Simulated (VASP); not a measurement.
# C (Fd-3m) in VASP: vibrations by perturbation theory with PBE

Aim: the vibrations by perturbation theory of C with PBE.

Program: VASP 6.6.1. These are calculated values, not measurements. Logs are shortened: lines on timing, memory, paths and dates and some standing lists are left out, and cuts for length are marked.

### Step 1. The cell of the first run

The structure is cubic, space group Fd-3m (No. 227). The conventional cell has a = 3.571 Å, b = 3.571 Å, c = 3.571 Å, α = 90.00°, β = 90.00°, γ = 90.00°. C (site symmetry -43m) has 4 C at 1.55 Å within 2.1 Å.

### Step 2. Vibrations by perturbation theory, PBE

INCAR

```
SYSTEM = C
PREC     = Accurate       ! precision mode
ENCUT    = 520            ! plane-wave cutoff, eV
EDIFF    = 1E-8           ! SCF threshold, eV
ISMEAR   = 0              ! smearing method
SIGMA    = 0.05           ! smearing width, eV
LREAL    = .FALSE.        ! projectors in reciprocal space
LASPH    = .TRUE.         ! aspherical terms in the spheres
NELM     = 80             ! most SCF steps
ALGO     = Normal         ! electronic algorithm
ISIF     = 2              ! what is computed and relaxed
LWAVE    = .FALSE.        ! write WAVECAR
LCHARG   = .FALSE.        ! write CHGCAR
GGA      = PE             ! functional
NBANDS   = 16             ! bands
IBRION   = 8              ! ionic algorithm
NSW      = 1              ! ionic steps
```

KPOINTS

```
Automatic mesh
0
G
  10 10 6
  0 0 0
```

POSCAR

```
C
1.0
    0.0000000000     -1.7857375322     -1.7857375322
    0.0000000000      1.7857375322     -1.7857375322
    3.5714750644      0.0000000000      0.0000000000
C
4
Direct
    0.5000000000      0.5000000000      0.0000000000
    0.0000000000      0.0000000000      0.5000000000
    0.0000000000      0.5000000000      0.2500000000
    0.5000000000      0.0000000000      0.7500000000
```

Potentials or basis: VASP PAW PBE potentials, release 64 (C).

Command:

```sh
cat potpaw_PBE.64/C/POTCAR > POTCAR
mpirun -np 1 vasp_std > vasp.out
```

OUTCAR:

```text
SYSTEM = C
   PREC = Accurate
   ENCUT = 520
   EDIFF = 1E-8
   ISMEAR = 0
   LREAL = .FALSE.
   LASPH = .TRUE.
   NELM = 80
   ISIF = 2
   GGA = PE
   IBRION = 8
   NSW = 1

 ion  position               nearest neighbor table
   1  0.500  0.500  0.000-   3 1.55   4 1.55   4 1.55   3 1.55
   2  0.000  0.000  0.500-   3 1.55   4 1.55   3 1.55   4 1.55
   3  0.000  0.500  0.250-   1 1.55   2 1.55   2 1.55   1 1.55
   4  0.500  0.000  0.750-   1 1.55   2 1.55   1 1.55   2 1.55

  LATTYP: Found a simple tetragonal cell.
 ALAT       =     2.5254142369
 C/A-ratio  =     1.4142135624

  Lattice vectors:

 A1 = (   0.0000000000,  -1.7857375322,  -1.7857375322)
 A2 = (   0.0000000000,   1.7857375322,  -1.7857375322)
 A3 = (   3.5714750644,   0.0000000000,   0.0000000000)

Analysis of symmetry for initial positions (statically):
=====================================================================
 Subroutine PRICEL returns following result:

  LATTYP: Found a face centered cubic cell.
 ALAT       =     3.5714750644

  Lattice vectors:

 A1 = (  -1.7857375322,   0.0000000000,   1.7857375322)
 A2 = (  -1.7857375322,  -1.7857375322,   0.0000000000)
 A3 = (   0.0000000000,  -1.7857375322,   1.7857375322)

   2 primitive cells build up your supercell.

 Routine SETGRP: Setting up the symmetry group for a
 simple tetragonal supercell.

 Subroutine GETGRP returns: Found 16 space group operations
 (whereof  8 operations were pure point group operations)
 out of a pool of 16 trial point group operations.

The static configuration has the point symmetry D_2d.
 The point group associated with its full space group is D_4h.

Analysis of symmetry for dynamics (positions and initial velocities):
=====================================================================
 Subroutine PRICEL returns following result:

  LATTYP: Found a face centered cubic cell.
 ALAT       =     3.5714750644

  Lattice vectors:

 A1 = (  -1.7857375322,   0.0000000000,   1.7857375322)
 A2 = (  -1.7857375322,  -1.7857375322,   0.0000000000)
 A3 = (   0.0000000000,  -1.7857375322,   1.7857375322)

   2 primitive cells build up your supercell.

 Routine SETGRP: Setting up the symmetry group for a
 simple tetragonal supercell.

 Subroutine GETGRP returns: Found 16 space group operations
 (whereof  8 operations were pure point group operations)
 out of a pool of 16 trial point group operations.

The dynamic configuration has the point symmetry D_2d.
 The point group associated with its full space group is D_4h.

 Subroutine INISYM returns: Found 16 space group operations
 (whereof  8 operations are pure point group operations),
 and found     2 'primitive' translations

----------------------------------------------------------------------------------------

                                     Primitive cell

[... 136 lines left out ...]
  ---------------------------------------------------
  free energy    TOTEN  =       -36.37145820 eV

  energy without entropy =      -36.37145820  energy(sigma->0) =      -36.37145820

 E-fermi :   9.8717     XC(G=0): -13.2309

 val. band max:        9.6724403298   @ k =   0.0000   0.0000   0.0000
 cond. band min:      13.8165685341   @ k =   0.0000   0.0000   0.3333
 fundamental gap:      4.1441282042
 Fermi energy:         9.8716587870

 k-point     1 :       0.0000    0.0000    0.0000
  band No.  band energies     occupation
      1     -11.7513      2.00000
      2      -3.0627      2.00000
      3      -3.0627      2.00000
      4       3.3987      2.00000
      5       3.3987      2.00000
      6       9.6724      2.00000
[... 433 lines left out ...]
      3      -0.8099      2.00000
      4       1.8083      2.00000
      5       4.2323      2.00000
      6       5.1841      2.00000
[... 8 lines left out ...]
     15      23.9936      0.00000
     16      24.5164      0.00000

 [... further k-points ...]

------------------------ aborting loop because EDIFF is reached ----------------------------------------

  FORCE on cell =-STRESS in cart. coord.  units (eV):
  Direction    XX          YY          ZZ          XY          YZ          ZX
  --------------------------------------------------------------------------------------
  -------------------------------------------------------------------------------------
  Total        0.0999320      0.1004375      0.1004375      0.0000000      0.0000000      0.0000000
  in kB        7.0291414      7.0646986      7.0646986      0.0000000      0.0000000      0.0000000
  external PRESSURE =       7.0528462 kB  Pullay stress =       0.0000000 kB

 VOLUME and BASIS-vectors are now :
 -----------------------------------------------------------------------------
  energy-cutoff  :      520.00
  volume of cell :       22.78
      direct lattice vectors                 reciprocal lattice vectors
     0.000000000 -1.785737532 -1.785737532     0.000000000 -0.279996355 -0.279996355
     0.000000000  1.785737532 -1.785737532     0.000000000  0.279996355 -0.279996355
     3.571475064  0.000000000  0.000000000     0.279996355  0.000000000  0.000000000

 POSITION                                       TOTAL-FORCE (eV/Angst)
 -----------------------------------------------------------------------------------
      0.00000      0.00000     -1.78574         0.000000      0.000000      0.000000
      1.78574      0.00000      0.00000        -0.000000     -0.000000     -0.000000
      0.89287      0.89287     -0.89287         0.000000      0.000000      0.000000
      2.67861     -0.89287     -0.89287        -0.000000     -0.000000     -0.000000
 -----------------------------------------------------------------------------------
    total drift:                               -0.000000      0.000000     -0.000000

  FREE ENERGIE OF THE ION-ELECTRON SYSTEM (eV)
  ---------------------------------------------------
  free  energy   TOTEN  =       -36.3714582040 eV

  energy  without entropy=      -36.3714582040  energy(sigma->0) =      -36.37145820

[... ionic steps 2 to 3 ...]

--------------------------------------- Ionic step        4  -------------------------------------------

------------------------ aborting loop because EDIFF is reached ----------------------------------------

--------------------------------------- Ionic step        5  -------------------------------------------

 Free energy of the ion-electron system (eV)
  ---------------------------------------------------
  ---------------------------------------------------
  free energy    TOTEN  =        -0.11578066 eV

  energy without entropy =       -0.11578066

------------------------ aborting loop because EDIFF is reached ----------------------------------------

 INTERNAL STRAIN TENSOR  FOR ION    1  DIRECTION 2   (eV/Angst):
 -----------------------------------------------------------------------------
    -0.00360  0.00000  2.95921
     0.00000 -0.00240  0.00000
     2.63530  0.00000  0.00699

 INTERNAL STRAIN TENSOR FOR ION    4 for displacements in x,y,z  (eV/Angst):
          X           Y           Z          XY          YZ          ZX
  --------------------------------------------------------------------------------
  x     0.00000     0.00000     0.00000     0.00000    -2.99072     0.00000
  y     0.00000     0.00000     0.00000     0.00000     0.00000    -2.95921
  z     0.00000     0.00000     0.00000    -2.63530     0.00000     0.00000

 SECOND DERIVATIVES (NOT SYMMETRIZED)
 ------------------------------------
               1X          1Y          1Z          2X          2Y          2Z          3X          3Y          3Z          4X          4Y          4Z
  1X   -49.985612    0.000000    0.000000   13.028716    0.000000    0.000000   18.478448    0.000000   -0.000000   18.478448    0.000000    0.000000
  1Y     0.000000  -37.747243    0.000000    0.000000    0.755391    0.000000    0.000000   18.495926    5.823122   -0.000000   18.495926   -5.823122
  1Z     0.000000    0.000000  -37.747243    0.000000   -0.000000    0.755391    0.000000    5.823122   18.495926   -0.000000   -5.823122   18.495926
  2X    13.028716    0.000000    0.000000  -49.985612    0.000000    0.000000   18.478448    0.000000    0.000000   18.478448    0.000000   -0.000000
  2Y     0.000000    0.755391    0.000000    0.000000  -37.747243    0.000000   -0.000000   18.495926   -5.823122    0.000000   18.495926    5.823122
  2Z     0.000000   -0.000000    0.755391    0.000000    0.000000  -37.747243   -0.000000   -5.823122   18.495926    0.000000    5.823122   18.495926
  3X    18.478448    0.000000   -0.000000   18.478448    0.000000    0.000000  -49.985612    0.000000    0.000000   13.028716    0.000000    0.000000
  3Y     0.000000   18.495926    5.823122   -0.000000   18.495926   -5.823122    0.000000  -37.747243    0.000000    0.000000    0.755391    0.000000
  3Z     0.000000    5.823122   18.495926   -0.000000   -5.823122   18.495926    0.000000    0.000000  -37.747243    0.000000   -0.000000    0.755391
  4X    18.478448    0.000000    0.000000   18.478448    0.000000   -0.000000   13.028716    0.000000    0.000000  -49.985612    0.000000    0.000000
  4Y    -0.000000   18.495926   -5.823122    0.000000   18.495926    5.823122    0.000000    0.755391    0.000000    0.000000  -37.747243    0.000000
  4Z    -0.000000   -5.823122   18.495926    0.000000    5.823122   18.495926    0.000000   -0.000000    0.755391    0.000000    0.000000  -37.747243

 Eigenvectors and eigenvalues of the dynamical matrix
 ----------------------------------------------------

   1 f  =   38.799772 THz   243.786159 2PiTHz 1294.221091 cm-1   160.462892 meV
             X         Y         Z           dx          dy          dz
      0.000000  0.000000 -1.785738    -0.000000   -0.499991   -0.003050
      1.785738  0.000000  0.000000    -0.000000   -0.499991   -0.003050
      0.892869  0.892869 -0.892869     0.000000    0.499991    0.003050
      2.678606 -0.892869 -0.892869     0.000000    0.499991    0.003050
[... 71 lines left out ...]
  12 f/i=    0.000001 THz     0.000009 2PiTHz    0.000050 cm-1     0.000006 meV
             X         Y         Z           dx          dy          dz
      0.000000  0.000000 -1.785738    -0.065107    0.495705   -0.006163
      1.785738  0.000000  0.000000    -0.065107    0.495705   -0.006163
      0.892869  0.892869 -0.892869    -0.065107    0.495705   -0.006163
      2.678606 -0.892869 -0.892869    -0.065107    0.495705   -0.006163

--------------------------------------------------------------------------------------------------------

 ELASTIC MODULI CONTR FROM IONIC RELAXATION (kBar)
 Direction    XX          YY          ZZ          XY          YZ          ZX
 --------------------------------------------------------------------------------
 XX           0.0000      0.0000      0.0000      0.0000      0.0000      0.0000
 YY           0.0000      0.0000      0.0000      0.0000      0.0000      0.0000
 ZZ           0.0000      0.0000      0.0000      0.0000      0.0000      0.0000
 XY           0.0000      0.0000      0.0000    -26.4108     -0.0000     -0.0000
 YZ           0.0000      0.0000      0.0000     -0.0000    -34.0474     -0.0000
 ZX           0.0000      0.0000      0.0000      0.0000     -0.0000    -33.3023
 --------------------------------------------------------------------------------
```

Run time: 2.8 min. Hardware: 1 thread of Intel Xeon 8259CL, shared host; peak memory 0.23 GiB.

What came out:

```
Highest phonon frequency at Γ : 1294 cm⁻¹
```

Phonon frequencies in cm⁻¹ (negative: imaginary):
| q point | frequencies |
| --- | --- |
| (0.000, 0.000, 0.000) | 0 0 0 780 780 1066 1066 1194 1194 1294 1294 1294 |
